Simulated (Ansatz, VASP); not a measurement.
**Two plane-wave programs on KNaF2**

Contents of INCAR:

```
SYSTEM = KNaF2
PREC = Accurate
ENCUT = 520
EDIFF = 1E-7
ISMEAR = 0
SIGMA = 0.01
LREAL = .FALSE.
LASPH = .TRUE.
NELM = 60
ALGO = Normal
ISIF = 2
LWAVE = .FALSE.
LCHARG = .TRUE.
LELF = .TRUE.
LVHAR = .TRUE.
NBANDS = 23
```

Contents of KPOINTS:

```
Automatic mesh
0
G
  6 6 6
  0 0 0
```

POSCAR

```
KNaF2
1.0
    1.7391397325      1.0040927927      5.8155052281
   -1.7391397325      1.0040927927      5.8155052281
    0.0000000000     -2.0081855854      5.8155052281
Na K F
1 1 2
Direct
    1.0000000000      0.0000000000      0.0000000000
    0.5000000000      0.5000000000      0.5000000000
    0.2610994601      0.2610994601      0.2610994601
    0.7389005399      0.7389005399      0.7389005399
```

Input for Ansatz:

```yaml
crystal:
  lattice:
    - [1.7391397325, 1.0040927927, 5.8155052281]
    - [-1.7391397325, 1.0040927927, 5.8155052281]
    - [0.0, -2.0081855854, 5.8155052281]
  atoms:
    - { symbol: Na, position: [1.0, 0.0, 0.0] }
    - { symbol: K, position: [0.5, 0.5, 0.5] }
    - { symbol: F, position: [0.2610994601, 0.2610994601, 0.2610994601] }
    - { symbol: F, position: [0.7389005399, 0.7389005399, 0.7389005399] }
kpoints:
  mp_grid: { grid: [6, 6, 6] }
hamiltonian:
  xc: lda
scf:
  occupations: { method: fixed }
output:
  optics:
    e_range: [0, 6]
    de: 0.05
    sigma: 0.4
    scissors: 1.5
    scheme: gaussian
    bands: { spectra_wanted_up_to: 6 }
```

Alike in both runs: task single point; functional LDA; k mesh 6 × 6 × 6; no spin polarisation.

```csv
,VASP,Ansatz
version,VASP 6.6.1,Ansatz 0.2.0
potentials or method,"VASP PAW LDA potentials, release 64 (Na_pv, K_sv, F)","plane waves, PAW"
plane-wave cutoff (eV),520,420
occupations,"gaussian, width 0.01 eV",fixed
valence electrons in the cell,30,32
```

VASP gave:

| Property | Result |
| --- | --- |
| gap on the k mesh at the Fermi level (eV) | 5.87 |

What did Ansatz give for the same quantities?

gap on the k mesh at the Fermi level (eV): 5.89.

LDA's correlation is that of Perdew and Zunger in VASP and of Perdew and Wang (1992) in Ansatz. VASP's potentials hold 30 valence electrons a cell and Ansatz's 32, so a difference there can come from the potentials and not from the codes.
